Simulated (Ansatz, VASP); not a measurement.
Two plane-wave programs on Al

INCAR

```
SYSTEM = Al
ALGO = Normal ; EDIFF = 1E-6
ENCUT = 520 ; GGA = PS
ISIF = 2 ; ISMEAR = 0
LASPH = .True. ; LCHARG = .False.
LREAL = .False. ; LWAVE = .False.
NBANDS = 10 ; NELM = 100
PREC = Accurate ; SIGMA = 0.15
```

The input KPOINTS:

```
k-points
0
Gamma
  18 18 10
  0 0 0
```

POSCAR

```
Al
1.0
    2.9694000000      0.0000000000      0.0000000000
   -1.4847000000      2.5715758340      0.0000000000
    0.0000000000      0.0000000000      4.7125000000
Al
2
Direct
    0.6666666667      0.3333333333      0.7500000000
    0.3333333333      0.6666666667      0.2500000000
```

Input for Ansatz:

```yaml
crystal:
  lattice:
    - [2.9694, 0.0, 0.0]
    - [-1.4847, 2.571575834, 0.0]
    - [0.0, 0.0, 4.7125]
  atoms:
    - { symbol: Al, position: [0.6666666667, 0.3333333333, 0.75] }
    - { symbol: Al, position: [0.3333333333, 0.6666666667, 0.25] }
basis:
  ecutwfc: 420
kpoints:
  mp_grid: { grid: [18, 18, 10] }
hamiltonian:
  xc: pbesol
  pseudopotentials: { kind: paw, azcp: { folder: soft_1 } }
scf:
  occupations: { method: gaussian, width: 0.15 }
output:
  forces: true
  stress: true
  eigenvalues: true
```

Alike in both runs: task single point; functional PBEsol; k mesh 18 × 18 × 10; occupations gaussian, width 0.15 eV; no spin polarisation.

```csv
,VASP,Ansatz
version,VASP 6.6.1,Ansatz 0.2.0
potentials or method,"VASP PAW PBE potentials, release 64 (Al), cutoff 520 eV","scalar-relativistic, plane waves, PAW"
valence electrons in the cell,6,6
```

|  | VASP | Ansatz | Ansatz less VASP |
| --- | --- | --- | --- |
| gap on the k mesh at the Fermi level (eV) | none | none | - |
| pressure (GPa) | -6.1 | -6.1 | -0.05 |
| traceless stress, the component that is largest in VASP (GPa) | 0.97 | 0.96 | -0.009 |

VASP's potentials were made for PBE, not for PBEsol, and Ansatz warns of the same on its side. A gap of «none» marks a metal or a gap that the smearing closes.
